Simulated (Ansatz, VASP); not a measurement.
## MgI2: VASP beside Ansatz

POSCAR

```
MgI2
1.0
    4.1956845299      0.0000000000      0.0000000000
   -2.0978422650      3.6335693892      0.0000000000
    0.0000000000      0.0000000000      7.1057269300
Mg I
1 2
Direct
    0.0000000000      0.0000000000      0.0000000000
    0.3333333333      0.6666666667      0.2340768500
    0.6666666667      0.3333333333      0.7659231500
```

INCAR.step1

```
SYSTEM = MgI2
ALGO     = Normal         ! electronic algorithm
EDIFF    = 1E-4           ! SCF threshold, eV
ENCUT    = 520            ! plane-wave cutoff, eV
GGA      = PE             ! functional
ISMEAR   = -1             ! smearing method
LASPH    = .True.         ! aspherical terms in the spheres
LCHARG   = .False.        ! write CHGCAR
LREAL    = .False.        ! projectors in reciprocal space
LWAVE    = .True.         ! write WAVECAR
NBANDS   = 15             ! bands
NELM     = 100            ! most SCF steps
PREC     = Accurate       ! precision mode
SIGMA    = 0.01           ! smearing width, eV
```

The input INCAR.step2:

```
SYSTEM = MgI2
ALGO     = Normal         ! electronic algorithm
EDIFF    = 1E-8           ! SCF threshold, eV
ENCUT    = 520            ! plane-wave cutoff, eV
ISIF     = 2              ! what is computed and relaxed
ISMEAR   = -1             ! smearing method
ISTART   = 1            
LASPH    = .True.         ! aspherical terms in the spheres
LCHARG   = .False.        ! write CHGCAR
LEFG     = .True.       
LMIXTAU  = .True.       
LREAL    = .False.        ! projectors in reciprocal space
LWAVE    = .False.        ! write WAVECAR
METAGGA  = R2SCAN         ! meta-GGA
NBANDS   = 15             ! bands
NELM     = 100            ! most SCF steps
PREC     = Accurate       ! precision mode
SIGMA    = 0.01           ! smearing width, eV
```

The input KPOINTS:

```
k-points
0
Gamma
  7 7 4
  0 0 0
```

Input for Ansatz:

```yaml
crystal:
  lattice:
    - [4.1956845299, 0.0, 0.0]
    - [-2.097842265, 3.6335693892, 0.0]
    - [0.0, 0.0, 7.10572693]
  atoms:
    - { symbol: Mg, position: [0.0, 0.0, 0.0] }
    - { symbol: I, position: [0.3333333333, 0.6666666667, 0.23407685] }
    - { symbol: I, position: [0.6666666667, 0.3333333333, 0.76592315] }
kpoints:
  mp_grid: { grid: [7, 7, 4] }
  band_path:
    path:
      - [0.0, 0.0, 0.0]
      - [0.5, 0.0, 0.0]
      - [0.3333333333, 0.3333333333, 0.0]
      - [0.0, 0.0, 0.0]
      - [0.0, 0.0, 0.5]
      - [0.5, 0.0, 0.5]
      - [0.3333333333, 0.3333333333, 0.5]
      - [0.0, 0.0, 0.5]
      - [0.5, 0.0, 0.5]
    npoints: 8
scf:
  occupations: { method: fermi_dirac, width: 0.01 }
hamiltonian:
  xc: r2scan
  pseudopotentials: { kind: paw }
output:
  forces: true
  stress: true
  eigenvalues: true
  efg: { contact_densities: true }
  populations: true
  bader: true
  dos: { projected: true, de: 0.2, e_range: [-14, 8] }
```

Alike in both runs: task electric field gradients; functional r2SCAN; k mesh 7 × 7 × 4; occupations fermi-dirac, width 0.01 eV; no spin polarisation.

```csv
,VASP,Ansatz
version,VASP 6.6.1,Ansatz 0.2.0
potentials or method,"VASP PAW PBE potentials, release 64 (Mg, I)","PAW with Ansatz's default frozen-core files, scalar-relativistic"
plane-wave cutoff (eV),520,500
valence electrons in the cell,16,44
```

|  | VASP | Ansatz | Ansatz less VASP |
| --- | --- | --- | --- |
| gap on the k mesh at the Fermi level (eV) | 4.23 | 4.26 | +0.032 |
| pressure (GPa) | -0.2 | -0.1 | +0.11 |
| traceless stress, the component that is largest in VASP (GPa) | 0.12 | 0.11 | -0.009 |
| rms of the force components (eV/Å) | 0.014 | 0.005 | -0.0086 |
| size of Vzz on the site where it differs most (V/Å²) | 52.1 | 53.1 | +1.05 |

VASP's potentials were made for PBE, not for r2SCAN. Atom by atom the forces differ by 0.009 eV/Å (rms over components). VASP's potentials hold 16 valence electrons a cell and Ansatz's 44, so a difference there can come from the potentials and not from the codes.

Neither program's run includes spin-orbit coupling.
